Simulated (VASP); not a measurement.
# GaN (P6_3mc) in VASP: notebook

Runs on GaN. Level: PBEsol. Tasks: relaxation of the atoms.

Everything below comes from runs of VASP 6.6.1. Logs are shortened: lines on timing, memory, paths and dates and some standing lists are left out, and cuts for length are marked.

### Step 1. The cell of the first run

The structure is hexagonal, space group P6_3mc (No. 186). The conventional cell has a = 3.183 Å, b = 3.183 Å, c = 5.159 Å, α = 90.00°, β = 90.00°, γ = 120.00°. Ga (site symmetry 3m) has 4 N at 1.94 Å within 2.6 Å. N (site symmetry 3m) has 4 Ga at 1.94 Å within 2.6 Å.

### Step 2. Relaxation of the atoms, PBEsol (z stretched by -0.5 %, x and y held)

INCAR reads:

```
SYSTEM = GaN
  PREC = Accurate
  ENCUT = 520
  EDIFF = 1E-6
  ISMEAR = 0
  SIGMA = 0.01
  LREAL = .FALSE.
  LASPH = .TRUE.
  NELM = 60
  ALGO = Normal
  ISIF = 2
  LWAVE = .FALSE.
  LCHARG = .FALSE.
  GGA = PS
  IBRION = 2
  NSW = 50
  EDIFFG = -0.002
```

KPOINTS reads:

```
Automatic mesh
0
G
  8 8 4
  0 0 0
```

POSCAR reads:

```
GaN
1.0
    3.1825744861      0.0000000000      0.0000000000
   -1.5912872430      2.7561903544      0.0000000000
    0.0000000000      0.0000000000      5.1594828061
Ga N
2 2
Direct
    0.3333333333      0.6666666667     -0.0008061617
    0.6666666667      0.3333333333      0.4991938383
    0.3333333333      0.6666666667      0.3758061617
    0.6666666667      0.3333333333      0.8758061617
```

Potentials or basis: VASP PAW PBE potentials, release 64 (Ga_d, N).

On the command line:

```bash
$ cat potpaw_PBE.64/Ga_d/POTCAR potpaw_PBE.64/N/POTCAR > POTCAR
$ mpirun -np 1 vasp_std > vasp.out
```

OUTCAR:

```text
SYSTEM = GaN
   PREC = Accurate
   ENCUT = 520
   EDIFF = 1E-6
   ISMEAR = 0
   LREAL = .FALSE.
   LASPH = .TRUE.
   NELM = 60
   ISIF = 2
   GGA = PS
   IBRION = 2
   NSW = 50
   EDIFFG = -0.002

 ion  position               nearest neighbor table
   1  0.333  0.667  0.999-   3 1.94   4 1.94   4 1.94   4 1.94
   2  0.667  0.333  0.499-   4 1.94   3 1.94   3 1.94   3 1.94
   3  0.333  0.667  0.376-   1 1.94   2 1.94   2 1.94   2 1.94
   4  0.667  0.333  0.876-   2 1.94   1 1.94   1 1.94   1 1.94

  LATTYP: Found a hexagonal cell.
 ALAT       =     3.1825744861
 C/A-ratio  =     1.6211663949

  Lattice vectors:

 A1 = (   3.1825744861,   0.0000000000,   0.0000000000)
 A2 = (  -1.5912872430,   2.7561903544,   0.0000000000)
 A3 = (   0.0000000000,   0.0000000000,   5.1594828061)

Analysis of symmetry for initial positions (statically):
=====================================================================
 Subroutine PRICEL returns:
 Original cell was already a primitive cell.

 Routine SETGRP: Setting up the symmetry group for a
 hexagonal supercell.

 Subroutine GETGRP returns: Found 12 space group operations
 (whereof  6 operations were pure point group operations)
 out of a pool of 24 trial point group operations.

The static configuration has the point symmetry C_3v.
 The point group associated with its full space group is C_6v.

Analysis of symmetry for dynamics (positions and initial velocities):
=====================================================================
 Subroutine PRICEL returns:
 Original cell was already a primitive cell.

 Routine SETGRP: Setting up the symmetry group for a
 hexagonal supercell.

 Subroutine GETGRP returns: Found 12 space group operations
 (whereof  6 operations were pure point group operations)
 out of a pool of 24 trial point group operations.

The dynamic configuration has the point symmetry C_3v.
 The point group associated with its full space group is C_6v.

 Subroutine INISYM returns: Found 12 space group operations
 (whereof  6 operations are pure point group operations),
 and found     1 'primitive' translations

----------------------------------------------------------------------------------------

                                     Primitive cell

  volume of cell :      45.2579

  direct lattice vectors                    reciprocal lattice vectors
     3.182574486  0.000000000  0.000000000     0.314211028  0.181409821  0.000000000
    -1.591287243  2.756190354  0.000000000     0.000000000  0.362819643  0.000000000
     0.000000000  0.000000000  5.159482806     0.000000000  0.000000000  0.193817876

  length of vectors
     3.182574486  3.182574486  5.159482806     0.362819643  0.362819643  0.193817876

  position of ions in fractional coordinates (direct lattice)
     0.333333333  0.666666667  0.999193838
     0.666666667  0.333333333  0.499193838
     0.333333333  0.666666667  0.375806162
     0.666666667  0.333333333  0.875806162

  ion indices of the primitive-cell ions
   primitive index   ion index
                 1           1
                 2           2
                 3           3
                 4           4

----------------------------------------------------------------------------------------

 KPOINTS: Automatic mesh

Automatic generation of k-mesh.
 Grid dimensions read from file:
 generate k-points for:    8    8    4

 Generating k-lattice:

  Cartesian coordinates                     Fractional coordinates (reciprocal lattice)
     0.039276378  0.022676228  0.000000000     0.125000000 -0.000000000  0.000000000
     0.000000000  0.045352455  0.000000000     0.000000000  0.125000000  0.000000000
     0.000000000  0.000000000  0.048454469     0.000000000  0.000000000  0.250000000

  Length of vectors
     0.045352455  0.045352455  0.048454469

  Shift w.r.t. Gamma in fractional coordinates (k-lattice)
     0.000000000  0.000000000  0.000000000

 Subroutine IBZKPT returns following result:
 ===========================================

 Found     30 irreducible k-points:

 Following reciprocal coordinates:
            Coordinates               Weight
  0.000000  0.000000  0.000000      1.000000
  0.125000  0.000000  0.000000      6.000000
  0.250000  0.000000  0.000000      6.000000
  0.375000  0.000000  0.000000      6.000000
  0.500000  0.000000  0.000000      3.000000
  0.125000  0.125000  0.000000      6.000000
[... 16 lines left out ...]
  0.250000  0.000000  0.500000      6.000000
  0.375000  0.000000  0.500000      6.000000
 [... further k-points ...]
   k-points           NKPTS =     30   k-points in BZ     NKDIM =     30   number of bands    NBANDS=     22
   number of dos      NEDOS =    301   number of ions     NIONS =      4
   total plane-waves  NPLWV =  23040
   dimension x,y,z NGX =    24 NGY =   24 NGZ =   40
   dimension x,y,z NGXF=    48 NGYF=   48 NGZF=   80
   ions per type =               2   2
   NGX,Y,Z   is equivalent  to a cutoff of  12.54, 12.54, 12.89 a.u.
   NGXF,Y,Z  is equivalent  to a cutoff of  25.07, 25.07, 25.78 a.u.
 SYSTEM =  GaN
   PREC   = accura    normal or accurate (medium, high low for compatibility)
   ISTART =      0    job   : 0-new  1-cont  2-samecut
   ICHARG =      2    charge: 1-file 2-atom 10-const
   ISPIN  =      1    spin polarized calculation?
   LNONCOLLINEAR =      F non collinear calculations
   LSORBIT =      F    spin-orbit coupling
   LASPH  =      T    aspherical Exc in radial PAW
   ENCUT  =  520.0 eV  38.22 Ry    6.18 a.u.   5.92  5.92  9.59*2*pi/ulx,y,z
   NELM   =     60;   NELMIN=  2; NELMDL= -5     # of ELM steps
   EDIFF  = 0.1E-05   stopping-criterion for ELM
   LREAL  =      F    real-space projection
   EDIFFG = -.2E-02   stopping-criterion for IOM
   NSW    =     50    number of steps for IOM
   IBRION =      2    ionic relax: 0-MD 1-quasi-New 2-CG
   NFREE  =      1    steps in history (QN), initial steepest desc. (CG)
   ISIF   =      2    stress and relaxation
   ISYM   =      2    0-nonsym 1-usesym 2-fastsym
   POTIM  = 0.5000    time-step for ionic-motion
   TEBEG  =    0.0;   TEEND  =   0.0 temperature during run
   PSTRESS=    0.0 pullay stress
   NELECT =      36.0000    total number of electrons
   NUPDOWN=      -1.0000    fix difference up-down
   EMIN   =  10.00;   EMAX   =-10.00  energy-range for DOS
   EFERMI =   0.00;   METHOD = LEGACY
   ISMEAR =     0;   SIGMA  =   0.01  broadening in eV -4-tet -1-fermi 0-gaus
   EFERMI_NEDOS =   21; number of points for ismear=-14 and -15
   IALGO  =     38    algorithm
   IMIX   =      4    mixing-type and parameters
     AMIX     =   0.40;   BMIX     =  1.00
     AMIX_MAG =   1.60;   BMIX_MAG =  1.00
  volume/ion in A,a.u.               =      11.31        76.35
  Fermi-wavevector in a.u.,A,eV,Ry     =   1.516856  2.866442 31.304993  2.300852
  Thomas-Fermi vector in A             =   2.626190
   LORBIT       =      0    0 simple, 1 ext, 2 COOP (PROOUT), +10 PAW based schemes
   GGA     = PS    functional components
   LHFCALC =     F    Hartree Fock is set to
   AEXX    =    0.0000 exact exchange contribution
   IVDW    =     0    specifies the selected vdW correction
   LEPSILON=     F    determine dielectric tensor
   LRPA    =     F    only Hartree local field effects (RPA)
 conjugate gradient relaxation of ions
 non-spin polarized calculation
 Gauss-broadening in eV      SIGMA  =   0.01
  energy-cutoff  :      520.00
  volume of cell :       45.26
 maximum number of plane-waves:      1236
 NGX is ok and might be reduce to    24
   NGX = 11   NGY = 11   NGZ = 19

--------------------------------------- Ionic step        1  -------------------------------------------

 number of electron      36.0000002 magnetization

 Free energy of the ion-electron system (eV)
  ---------------------------------------------------
  ext. energy  EPLUGINS =         0.00000000
  ---------------------------------------------------
  free energy    TOTEN  =       -26.26658279 eV

  energy without entropy =      -26.26658279  energy(sigma->0) =      -26.26658279

------------------------ aborting loop because EDIFF is reached ----------------------------------------

  FORCE on cell =-STRESS in cart. coord.  units (eV):
  Direction    XX          YY          ZZ          XY          YZ          ZX
  --------------------------------------------------------------------------------------
  -------------------------------------------------------------------------------------
  Total        0.0257250      0.0257250      0.5796901      0.0000000     -0.0000000     -0.0000000
  in kB        0.9106917      0.9106917     20.5216604      0.0000000     -0.0000000     -0.0000000
  external PRESSURE =       7.4476813 kB  Pullay stress =       0.0000000 kB
[... 61 lines left out ...]
  energy  without entropy=      -26.2667984186  energy(sigma->0) =      -26.26679842

--------------------------------------- Ionic step        3  -------------------------------------------

 number of electron      36.0000002 magnetization

 Free energy of the ion-electron system (eV)
  ---------------------------------------------------
  ext. energy  EPLUGINS =         0.00000000
  ---------------------------------------------------
  free energy    TOTEN  =       -26.26680309 eV

  energy without entropy =      -26.26680309  energy(sigma->0) =      -26.26680309

 E-fermi :   5.3990     XC(G=0): -11.9549

 val. band max:        5.2816845143   @ k =   0.0000   0.0000   0.0000
 cond. band min:       7.2266288122   @ k =   0.0000   0.0000   0.0000
 fundamental gap:      1.9449442979
 Fermi energy:         5.3989799786

 k-point     1 :       0.0000    0.0000    0.0000
  band No.  band energies     occupation
      1     -10.7697      2.00000
      2      -9.7813      2.00000
      3      -8.1159      2.00000
      4      -8.1013      2.00000
      5      -8.1013      2.00000
      6      -8.0369      2.00000
[... 574 lines left out ...]
      6      -7.9375      2.00000
[... 14 lines left out ...]
     21      13.0875      0.00000
     22      13.0875      0.00000

 [... further k-points ...]

------------------------ aborting loop because EDIFF is reached ----------------------------------------

  FORCE on cell =-STRESS in cart. coord.  units (eV):
  Direction    XX          YY          ZZ          XY          YZ          ZX
  --------------------------------------------------------------------------------------
  -------------------------------------------------------------------------------------
  Total        0.0706299      0.0706299      0.4838474      0.0000000      0.0000000      0.0000000
  in kB        2.5003752      2.5003752     17.1287239      0.0000000      0.0000000      0.0000000
  external PRESSURE =       7.3764914 kB  Pullay stress =       0.0000000 kB
[... 19 lines left out ...]
  FREE ENERGIE OF THE ION-ELECTRON SYSTEM (eV)
  ---------------------------------------------------
  free  energy   TOTEN  =       -26.2668030918 eV

  energy  without entropy=      -26.2668030918  energy(sigma->0) =      -26.26680309

 reached required accuracy - stopping structural energy minimisation
```

It took 44 s on 1 thread of Intel Xeon 8259CL, shared host; peak memory 0.17 GiB.

Results:

```yaml
Free_energy: -26.2668 eV
Energy_gained_by_relaxing: 0.1 meV/atom
Ionic_steps: 3
Pressure_after_relaxing: 0.7 GPa
Band_gap_on_the_k_mesh: 1.94 eV
```

Stress tensor (GPa, compression positive):
```
0.25 0.00 0.00
0.00 0.25 0.00
0.00 0.00 1.71
```

The path:
```csv
step,energy change (eV),largest force (eV/Å),pressure (GPa)
1,0.0000,0.0512,0.74
2,-0.0002,0.0077,0.74
3,-0.0002,0.0009,0.74
```

Final structure:
```
CELL_PARAMETERS angstrom
3.18257 0.00000 0.00000
-1.59129 2.75619 0.00000
0.00000 0.00000 5.15948
ATOMIC_POSITIONS crystal
Ga 0.33333 0.66667 0.99878
Ga 0.66667 0.33333 0.49878
N 0.33333 0.66667 0.37622
N 0.66667 0.33333 0.87622
```

Caveat: the cell differs from its parent crystal (z stretched by -0.5 %, x and y held); the PAW data sets were made with another functional, which shifts forces and pressure a little.

### Step 3. Relaxation of the atoms, PBEsol (z stretched by +0.5 %, x and y held)

INCAR reads:

```
SYSTEM = GaN
PREC = Accurate
ENCUT = 520
EDIFF = 1E-6
ISMEAR = 0
SIGMA = 0.01
LREAL = .FALSE.
LASPH = .TRUE.
NELM = 100
ALGO = Normal
ISIF = 2
LWAVE = .FALSE.
LCHARG = .FALSE.
GGA = PS
IBRION = 2
NSW = 50
EDIFFG = -0.002
```

KPOINTS reads:

```
regular mesh
0
G
  8 8 4
  0 0 0
```

Edit POSCAR of step 2 so:

```diff
@@ -4,3 +4,3 @@
    -1.5912872430      2.7561903544      0.0000000000
-    0.0000000000      0.0000000000      5.1594828061
+    0.0000000000      0.0000000000      5.2113369047
 Ga N
```

Potentials or basis: VASP PAW PBE potentials, release 64 (Ga_d, N).

On the command line:

```bash
$ cat potpaw_PBE.64/Ga_d/POTCAR potpaw_PBE.64/N/POTCAR > POTCAR
$ mpirun -np 1 vasp_std > vasp.out
```

Run time: 43 s. Hardware: 1 thread of Intel Xeon 8259CL, shared host; peak memory 0.17 GiB.

Results (log left out):

* Free energy: -26.2665 eV
* Energy gained by relaxing: 0.0 meV/atom
* Ionic steps: 3
* Pressure after relaxing: -1.1 GPa
* Band gap on the k mesh: 1.84 eV

Stress tensor (GPa, compression positive):
```
-0.67  0.00  0.00
 0.00 -0.67  0.00
 0.00  0.00 -2.10
```

Step by step:
| step | energy change (eV) | largest force (eV/Å) | pressure (GPa) |
| --- | --- | --- | --- |
| 1 | 0.0000 | 0.0454 | -1.12 |
| 2 | -0.0002 | 0.0038 | -1.15 |
| 3 | -0.0002 | 0.0007 | -1.14 |

Final structure:
```
Ga N
1.0
     3.18257    0.00000    0.00000
    -1.59129    2.75619    0.00000
     0.00000    0.00000    5.21134
Ga N
2 2
Direct
  0.33333 0.66667 0.99958
  0.66667 0.33333 0.49958
  0.33333 0.66667 0.37542
  0.66667 0.33333 0.87542
```

Levels at points of the mesh, in eV from the valence-band top:
```
           k point  band 15  band 16  band 17  band 18  band 19  band 20  band 21  band 22
(0.00, 0.00, 0.00)    -1.03    -0.07     0.00     0.00     1.84     4.22     9.04     9.83
(0.50, 0.00, 0.00)    -4.26    -2.75    -2.26    -1.01     4.96     5.47     5.89     8.51
(0.00, 0.00, 0.50)    -0.53    -0.53    -0.53    -0.53     4.19     4.19     8.33     8.33
(0.50, 0.00, 0.50)    -1.96    -1.96    -1.95    -1.95     4.26     4.26     7.66     7.66
```

Caveat: the cell differs from its parent crystal (z stretched by +0.5 %, x and y held); the PAW data sets were made with another functional, which shifts forces and pressure a little.

### Step 4. Relaxation of the atoms, PBEsol

This run uses another cell than the first one, of 11.54 Å³/atom.

INCAR reads:

```
PREC = Accurate ; ENCUT = 520
EDIFF = 1E-7 ; ISMEAR = 0
SIGMA = 0.01 ; LREAL = F
LASPH = T ; NELM = 100
ALGO = Normal ; ISIF = 2
LWAVE = F ; LCHARG = F
GGA = PS ; IBRION = 2
NSW = 50 ; EDIFFG = -0.002
```

KPOINTS reads:

```
regular mesh
0
Gamma
  8 8 4
```

Edit POSCAR of step 3 so:

```diff
@@ -2,4 +2,4 @@
 1.0
-    3.1825744861      0.0000000000      0.0000000000
-   -1.5912872430      2.7561903544      0.0000000000
+    3.1984873585      0.0000000000      0.0000000000
+   -1.5992436793      2.7699713062      0.0000000000
     0.0000000000      0.0000000000      5.2113369047
```

On the command line:

```bash
$ cat potpaw_PBE.64/Ga_d/POTCAR potpaw_PBE.64/N/POTCAR > POTCAR
$ mpirun -np 1 vasp_std > vasp.out
```

Wall time 41 s (1 thread of Intel Xeon 8259CL, shared host); peak memory 0.17 GiB.

Results (log left out):

```
Free energy               : -26.2616 eV
Energy gained by relaxing : 0.0 meV/atom
Ionic steps               : 2
Pressure after relaxing   : -2.9 GPa
Band gap on the k mesh    : 1.79 eV
```

Final structure:
```
Ga N
1.0
     3.19849    0.00000    0.00000
    -1.59924    2.76997    0.00000
     0.00000    0.00000    5.21134
Ga N
2 2
Direct
  0.33333 0.66667 0.99916
  0.66667 0.33333 0.49916
  0.33333 0.66667 0.37583
  0.66667 0.33333 0.87584
```

Levels at points of the mesh, in eV from the valence-band top:
```
           k point  band 14  band 15  band 16  band 17  band 18  band 19  band 20  band 21  band 22
(0.00, 0.00, 0.00)    -1.03    -1.03    -0.04     0.00     0.00     1.79     4.11     9.03     9.73
(0.50, 0.00, 0.00)    -5.30    -4.20    -2.73    -2.21    -1.00     4.90     5.43     5.91     8.45
(0.00, 0.00, 0.50)    -3.86    -0.53    -0.53    -0.53    -0.53     4.12     4.12     8.30     8.30
(0.50, 0.00, 0.50)    -6.60    -1.94    -1.94    -1.89    -1.89     4.26     4.26     7.61     7.61
```

Caveat: the PAW data sets were made with another functional, which shifts forces and pressure a little.

### Step 5. Overview

| cell | gap on the mesh (eV) | pressure (GPa) |
| --- | --- | --- |
| atoms relaxed from a = 3.183, b = 3.183, c = 5.159 Å, angles 90.0, 90.0, 120.0°, 4 atoms | 1.94 | 0.7 |
| atoms relaxed from a = 3.183, b = 3.183, c = 5.211 Å, angles 90.0, 90.0, 120.0°, 4 atoms | 1.84 | -1.1 |
| atoms relaxed from a = 3.198, b = 3.198, c = 5.211 Å, angles 90.0, 90.0, 120.0°, 4 atoms | 1.79 | -2.9 |

Alike in all rows: task relaxation of the atoms; level PBEsol; potentials or basis VASP PAW PBE potentials, release 64 (Ga_d, N); no spin polarisation; k mesh 8 × 8 × 4; cutoff (eV) 520; smearing gaussian 0.01 eV.

Caveats: the PAW data sets were made with another functional, which shifts forces and pressure a little.

Absolute energies hang on the potentials; compare differences alone.
